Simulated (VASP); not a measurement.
Input of a VASP 6.6.1 run:

File POSCAR:

```
Al3GaN4
1.0
   -5.0380822009      0.0000000000     -0.0000609628
    0.0000000000     -3.1249488261      0.0000000000
   -0.0066056855      0.0000000000     12.8207859610
Al Ga N
6 2 8
Direct
    0.4999449497      0.5000000000      0.7040486147
    0.4998450839      0.5000000000      0.2820469524
    0.9993651844      0.5000000000      0.1417933759
    0.9994650502      0.5000000000      0.5637950382
    0.9991787027      1.0000000000      0.7734212103
    0.9990788369      1.0000000000      0.3514195480
    0.5005220206      1.0000000000      0.0706027621
    0.5006218864      1.0000000000      0.4926044243
    0.8893097405      1.0000000000      0.0706502575
    0.8894096063      1.0000000000      0.4926519198
    0.8774910097      0.5000000000      0.7039968000
    0.8773911439      0.5000000000      0.2819951378
    0.3746205329      0.5000000000      0.1442321528
    0.3747203987      0.5000000000      0.5662338151
    0.3767686646      1.0000000000      0.7709821612
    0.3766687988      1.0000000000      0.3489804989
```

Contents of INCAR.step1:

```
PREC = Accurate
ENCUT = 520
ISMEAR = 0
SIGMA = 0.05
LREAL = Auto
LASPH = True
NELM = 60
NBANDS = 56
GGA = PE
ALGO = Normal
EDIFF = 1E-4
LWAVE = True
LCHARG = False
```

INCAR.step2

```
PREC = Accurate
ENCUT = 520
EDIFF = 1E-6
ISMEAR = 0
SIGMA = 0.05
LREAL = Auto
LASPH = True
NELM = 60
ALGO = Normal
ISIF = 2
LWAVE = False
LCHARG = False
METAGGA = R2SCAN
LMIXTAU = True
NBANDS = 56
ISTART = 1
```

KPOINTS

```
regular mesh
0
Gamma
  5 7 2
```

Potentials or basis: VASP PAW PBE potentials, release 64 (Al, Ga_d, N).

The run is started by

```bash
$ cat potpaw_PBE.64/Al/POTCAR potpaw_PBE.64/Ga_d/POTCAR potpaw_PBE.64/N/POTCAR > POTCAR
$ cp INCAR.step1 INCAR
$ mpirun -np 1 vasp_std > vasp.out
$ cp INCAR.step2 INCAR
$ mpirun -np 1 vasp_std > vasp.out
```

**Question.** Estimate the band gap on the k mesh.

**Answer.** 1.56 eV (least direct gap 1.64 eV).

**Question.** Predict the largest force.

**Answer.** 2.583 eV/Å.

**Question.** What does it give for the pressure?

**Answer.** -3.9 GPa.

Stress tensor (GPa, compression positive):
```
-6.45  0.00  0.09
 0.00 -0.71  0.00
 0.09  0.00 -4.50
```

Caveat: the cell differs from its parent crystal (the distance across one plane changed); the stress differs along the axes, from -6 to -1 GPa; the PAW data sets were made with another functional, which shifts forces and pressure a little. A k mesh can miss the band edges.
